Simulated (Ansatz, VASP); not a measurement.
Two plane-wave programs on Al

```
Al
1.0
     0.00000    1.99161    1.99161
     1.99161    0.00000    1.99161
     1.99161    1.99161    0.00000
Al
1
Direct
  0.00000 0.00000 0.00000
```

Alike in both runs: task single point; functional LDA; k mesh 14 × 14 × 14; no spin polarisation.

|  | VASP | Ansatz |
| --- | --- | --- |
| version | VASP 6.6.1 | Ansatz 0.2.0 |
| potentials or method | VASP PAW LDA potentials, release 64 (Al), cutoff 520 eV | plane waves (420 eV) with PAW, scalar-relativistic |
| occupations | methfessel-paxton of order 1, width 0.01 eV | cold, width 0.01 eV |
| valence electrons in the cell | 3 | 3 |

VASP gave:

| Quantity | Value |
| --- | --- |
| pressure (GPa) | -0.1 |

Question: Estimate Ansatz's values.

Answer: Pressure (GPa): -0.2.

Ansatz warns that its potentials were made for another functional, while VASP's fit it. LDA's correlation is that of Perdew and Zunger in VASP and of Perdew and Wang (1992) in Ansatz.
